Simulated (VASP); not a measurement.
# Na7Cl8 (a cell with a defect) in VASP: a series of runs, part 2 of 2

VASP 6.6.1.

### Step 4. Single point, LDA

The input, INCAR:

```
SYSTEM = Na7Cl8
  PREC = Accurate
  ENCUT = 520
  EDIFF = 1E-7
  ISMEAR = -1
  SIGMA = 0.05
  LREAL = Auto
  LASPH = .TRUE.
  NELM = 100
  ALGO = Normal
  ISIF = 2
  LWAVE = .FALSE.
  LCHARG = .TRUE.
  GGA = CA
  LELF = .TRUE.
  LVHAR = .TRUE.
  NELECT = 106.0
  NBANDS = 66
```

The input, KPOINTS:

```
Automatic mesh
0
G
  2 2 2
  0 0 0
```

The input, POSCAR:

```
Na7Cl8
1.0
    0.0000000000      5.9615940000      5.9615940000
    5.9615940000      0.0000000000      5.9615940000
    5.9615940000      5.9615940000      0.0000000000
Na Cl
7 8
Direct
    0.1015164736     -0.0129831049     -0.0533917607
   -0.0587510656      0.0590194502      0.5418097911
   -0.0576188181      0.4411404064      0.0417170307
   -0.0346048389      0.5469007115      0.4748394473
    0.4892147973      0.0456589295      0.0320887333
    0.4570421937      0.0028348123      0.5085049401
    0.4636176164      0.5487458556      0.0113224752
    0.2082245118      0.2585801717      0.2778032184
    0.2954662797      0.2373945626      0.7106740244
    0.2827180113      0.8031492920      0.1697616443
    0.2575653424      0.7629838597      0.7243029297
    0.8281090594      0.1367838870      0.2245288760
    0.7429556592      0.2613898229      0.7887991031
    0.7367324913      0.7350215395      0.2674284763
    0.7387286018      0.7195391031      0.7998028715
```

On the command line:

```
$ cat potpaw_LDA.64/Na_pv/POTCAR potpaw_LDA.64/Cl/POTCAR > POTCAR
$ mpirun -np 1 vasp_std > vasp.out
```

It took 5.3 min on 1 thread of Intel Xeon 6975P-C (Granite Rapids), shared host; peak memory 0.48 GiB.

It converged, with:

- Free energy: -51.8728 eV
- Largest force: 0.873 eV/Å

Forces on the atoms (eV/Å):
```
Na   0.075 -0.847 -0.198
Na  -0.211  0.044 -0.132
Na   0.130 -0.010  0.246
Na   0.149  0.179 -0.121
Na  -0.322  0.038 -0.079
Na  -0.295  0.133  0.242
Na  -0.625 -0.067 -0.007
Cl   0.031 -0.072  0.143
Cl   0.204 -0.066 -0.141
Cl   0.277  0.758 -0.244
Cl   0.397  0.013 -0.074
Cl   0.649  0.015 -0.043
Cl  -0.125  0.065 -0.011
Cl  -0.058 -0.130  0.123
Cl  -0.276 -0.052  0.297
```

Levels at points of the mesh, in eV from the Fermi level:
| k point | band 49 | band 50 | band 51 | band 52 | band 53 | band 54 | band 55 | band 56 | band 57 | band 58 |
| --- | --- | --- | --- | --- | --- | --- | --- | --- | --- | --- |
| (0.00, 0.00, 0.00) | -1.54 | -1.51 | -1.46 | -1.30 | -1.25 | 2.51 | 4.78 | 4.93 | 4.97 | 5.04 |
| (0.50, 0.00, 0.00) | -1.66 | -1.56 | -1.50 | -1.40 | -1.26 | 3.72 | 3.94 | 5.28 | 5.30 | 5.49 |
| (0.00, 0.50, 0.00) | -1.73 | -1.56 | -1.49 | -1.42 | -1.26 | 3.73 | 4.00 | 5.27 | 5.34 | 5.54 |
| (0.00, 0.00, 0.50) | -1.70 | -1.61 | -1.53 | -1.36 | -1.28 | 3.77 | 3.92 | 5.23 | 5.37 | 5.53 |
| (0.50, 0.50, 0.50) | -1.65 | -1.56 | -1.51 | -1.36 | -1.25 | 3.71 | 3.92 | 5.25 | 5.36 | 5.50 |
| (0.50, 0.50, 0.00) | -1.68 | -1.61 | -1.55 | -1.41 | -1.31 | 4.07 | 4.41 | 4.89 | 5.26 | 5.38 |
| (0.00, 0.50, 0.50) | -1.67 | -1.59 | -1.56 | -1.35 | -1.31 | 4.05 | 4.36 | 5.07 | 5.17 | 5.50 |
| (0.50, 0.00, 0.50) | -1.69 | -1.63 | -1.55 | -1.37 | -1.25 | 3.99 | 4.39 | 4.99 | 5.16 | 5.40 |

Caveat: the k points lie up to 0.46 Å⁻¹ apart; the cell carries a net charge on a neutralising background, which shifts energy and pressure; the cell is charged against a uniform background, so pressure and absolute levels hang on convention.

### Step 5. Single point, LDA

The input, INCAR:

```
SYSTEM = Na7Cl8
  PREC = Accurate
  ENCUT = 520
  EDIFF = 1E-7
  ISMEAR = -1
  SIGMA = 0.05
  LREAL = Auto
  LASPH = .True.
  NELM = 80
  ALGO = Normal
  ISIF = 2
  LWAVE = .False.
  LCHARG = .True.
  GGA = CA
  LELF = .True.
  LVHAR = .True.
  NELECT = 106.0
  NBANDS = 66
```

The input, KPOINTS:

```
Automatic mesh
0
Gamma
  2 2 2
  0 0 0
```

The input, POSCAR:

```
Na7Cl8
1.0
    0.0000000000      5.9615940000      5.9615940000
    5.9615940000      0.0000000000      5.9615940000
    5.9615940000      5.9615940000      0.0000000000
Na Cl
7 8
Direct
   -0.0268887818     -0.0064915524      0.0533414385
    0.1128389488     -0.0502885638      0.4497958096
    0.0355861201      0.5112810433     -0.0207746452
   -0.0550440033      0.5177725957      0.5018708084
    0.5221086844     -0.0498524388      0.0348732235
    0.5134113460      0.0572917243      0.5129584470
    0.4054368681      0.5226202925     -0.0052922088
    0.2894360133      0.2272378830      0.2301062434
    0.2309701063      0.2230024386      0.7615496795
    0.2067483965      0.7349628304      0.2306010775
    0.2256024144      0.7501936563      0.7645857802
    0.8340302946      0.2321442889      0.2243443616
    0.7281441843      0.2685020147      0.7842701130
    0.7278254775      0.8090118180      0.2688878176
    0.7524078292      0.7534478195      0.7182726633
```

Potentials or basis: VASP PAW LDA potentials, release 64 (Na_pv, Cl).

On the command line:

```
$ cat potpaw_LDA.64/Na_pv/POTCAR potpaw_LDA.64/Cl/POTCAR > POTCAR
$ mpirun -np 1 vasp_std > vasp.out
```

OUTCAR:

```text
SYSTEM = Na7Cl8
   PREC = Accurate
   ENCUT = 520
   EDIFF = 1E-7
   ISMEAR = -1
   LREAL = Auto
   LASPH = .True.
   NELM = 80
   ISIF = 2
   GGA = CA
   NELECT = 106.0

 ion  position               nearest neighbor table
   1  0.973  0.994  0.053-  10 2.50  12 2.52  14 2.57
   2  0.113  0.950  0.450-  11 2.69
   3  0.036  0.511  0.979-  11 2.57
   4  0.945  0.518  0.502-  15 2.71
   5  0.522  0.950  0.035-  14 2.71
[... 767 lines left out ...]
  energy-cutoff  :      520.00
  volume of cell :      423.76
      direct lattice vectors                 reciprocal lattice vectors
     0.000000000  5.961594000  5.961594000    -0.083870186  0.083870186  0.083870186
     5.961594000  0.000000000  5.961594000     0.083870186 -0.083870186  0.083870186
     5.961594000  5.961594000  0.000000000     0.083870186  0.083870186 -0.083870186

 POSITION                                       TOTAL-FORCE (eV/Angst)
 -----------------------------------------------------------------------------------
      6.24089      6.11929     11.72419        -0.262237     -0.780028      0.474695
      8.34329      3.35420      6.33449         0.199709     -0.317572     -0.270210
      8.88579      6.04989      3.26020        -0.361313     -0.167403     -0.660553
      6.07870      8.62539      8.72019         0.128951      0.205788     -0.203532
      5.87229      3.32050      8.77699        -0.090400     -0.260022      0.350560
      3.39960      6.11880      3.40230        -0.315653      0.032918      0.180028
      9.04569      8.34709      5.53270        -0.380197      0.715552      0.526948
      2.72650      3.09730      3.08020         0.132508     -0.067909     -0.351028
      5.86950      5.91700      2.70640         0.174571      0.057239     -0.015895
      5.75630      2.60730      5.61410        -0.029596      0.676477      0.175961
      9.03050      5.90310      5.81730         0.151112     -0.562707      0.100898
      2.72140      6.30960      6.35610         0.509566      0.204173      0.031782
      6.27620      9.01640      5.94160        -0.007213      0.132905     -0.065742
      6.42600      5.94200      9.16200        -0.262079     -0.125572     -0.337471
      8.77380      8.76760      8.97730         0.412272      0.256160      0.063558
 -----------------------------------------------------------------------------------
    total drift:                               -0.001105     -0.000236      0.000749

  FREE ENERGIE OF THE ION-ELECTRON SYSTEM (eV)
  ---------------------------------------------------
  free  energy   TOTEN  =       -52.0365482428 eV

  energy  without entropy=      -52.0365482427  energy(sigma->0) =      -52.03654824
```

OSZICAR:

```text
N       E                     dE             d eps       ncg     rms          rms(c)
DAV:   1     0.109433565788E+04    0.10943E+04   -0.48472E+04  1056   0.157E+03
DAV:   2     0.904597818634E+02   -0.10039E+04   -0.97071E+03  1208   0.400E+02
DAV:   3    -0.490252421514E+02   -0.13949E+03   -0.13852E+03  1238   0.157E+02
DAV:   4    -0.547864658950E+02   -0.57612E+01   -0.57320E+01  1224   0.351E+01
DAV:   5    -0.549840922578E+02   -0.19763E+00   -0.19740E+00  1432   0.632E+00    0.644E+00
DAV:   6    -0.523664883389E+02    0.26176E+01   -0.49729E+00  1208   0.711E+00    0.454E+00
DAV:   7    -0.520802444629E+02    0.28624E+00   -0.84995E-01  1560   0.318E+00    0.298E+00
DAV:   8    -0.520368481438E+02    0.43396E-01   -0.90616E-02  1280   0.144E+00    0.542E-01
DAV:   9    -0.520364272960E+02    0.42085E-03   -0.99056E-03  1312   0.411E-01    0.291E-01
DAV:  10    -0.520366120262E+02   -0.18473E-03   -0.23720E-03  1248   0.219E-01    0.665E-02
DAV:  11    -0.520365825199E+02    0.29506E-04   -0.58830E-04  1304   0.105E-01    0.680E-02
DAV:  12    -0.520365621926E+02    0.20327E-04   -0.14181E-04  1288   0.428E-02    0.336E-02
DAV:  13    -0.520365506066E+02    0.11586E-04   -0.59415E-05  1256   0.330E-02    0.130E-02
DAV:  14    -0.520365500931E+02    0.51340E-06   -0.21455E-05  1416   0.178E-02    0.139E-02
DAV:  15    -0.520365486246E+02    0.14686E-05   -0.92162E-06  1432   0.130E-02    0.974E-03
DAV:  16    -0.520365484701E+02    0.15447E-06   -0.22544E-06  1160   0.515E-03    0.624E-03
DAV:  17    -0.520365482516E+02    0.21852E-06   -0.60317E-07  1152   0.301E-03    0.330E-03
DAV:  18    -0.520365482428E+02    0.88130E-08   -0.15558E-07   848   0.150E-03
   1 F= -.52036548E+02 E0= -.52036548E+02  d E =-.942800E-10
```

stdout:

```text
POSCAR found type information on POSCAR NaCl
 POSCAR found :  2 types and      15 ions
 scaLAPACK will be used
 LDA part: xc-table for (Slater(with rela. corr.)+CA(PZ))
 , standard interpolation
 POSCAR, INCAR and KPOINTS ok, starting setup
 FFT: planning ... GRIDC
 FFT: planning ... GRID_SOFT
 FFT: planning ... GRID
 WAVECAR not read
 entering main loop
 the old and the new charge density differ
 old charge density:   105.00000 new  106.00000
    0.644E+00
```

Wall time 4.4 min (1 thread of Intel Xeon 6975P-C (Granite Rapids), shared host); peak memory 0.48 GiB.

Results:

| Quantity | Value |
| --- | --- |
| Free energy | -52.0365 eV |
| Largest force | 0.967 eV/Å |

Forces in eV/Å, atoms in the order of the input:
```
Na  -0.262 -0.780  0.475
Na   0.200 -0.318 -0.270
Na  -0.361 -0.167 -0.661
Na   0.129  0.206 -0.204
Na  -0.090 -0.260  0.351
Na  -0.316  0.033  0.180
Na  -0.380  0.716  0.527
Cl   0.133 -0.068 -0.351
Cl   0.175  0.057 -0.016
Cl  -0.030  0.676  0.176
Cl   0.151 -0.563  0.101
Cl   0.510  0.204  0.032
Cl  -0.007  0.133 -0.066
Cl  -0.262 -0.126 -0.337
Cl   0.412  0.256  0.064
```

Levels at points of the mesh, in eV from the Fermi level:
| k point | band 50 | band 51 | band 52 | band 53 | band 54 | band 55 | band 56 | band 57 |
| --- | --- | --- | --- | --- | --- | --- | --- | --- |
| (0.00, 0.00, 0.00) | -1.53 | -1.40 | -1.33 | -1.16 | 2.43 | 4.65 | 4.69 | 4.82 |
| (0.50, 0.00, 0.00) | -1.60 | -1.50 | -1.43 | -1.20 | 3.60 | 3.79 | 5.16 | 5.27 |
| (0.00, 0.50, 0.00) | -1.62 | -1.55 | -1.34 | -1.17 | 3.57 | 3.93 | 5.08 | 5.16 |
| (0.00, 0.00, 0.50) | -1.62 | -1.56 | -1.40 | -1.20 | 3.52 | 3.95 | 4.91 | 5.38 |
| (0.50, 0.50, 0.50) | -1.58 | -1.45 | -1.42 | -1.32 | 3.68 | 3.86 | 5.12 | 5.33 |
| (0.50, 0.50, 0.00) | -1.64 | -1.60 | -1.42 | -1.22 | 3.89 | 4.29 | 4.82 | 4.97 |
| (0.00, 0.50, 0.50) | -1.63 | -1.54 | -1.48 | -1.21 | 4.03 | 4.16 | 4.98 | 5.14 |
| (0.50, 0.00, 0.50) | -1.52 | -1.51 | -1.41 | -1.33 | 3.90 | 4.20 | 4.95 | 5.13 |

Caveat: the k points lie up to 0.46 Å⁻¹ apart; the cell carries a net charge on a neutralising background, which shifts energy and pressure; the cell is charged against a uniform background, so pressure and absolute levels hang on convention; the atoms stand as in a frame of molecular dynamics.
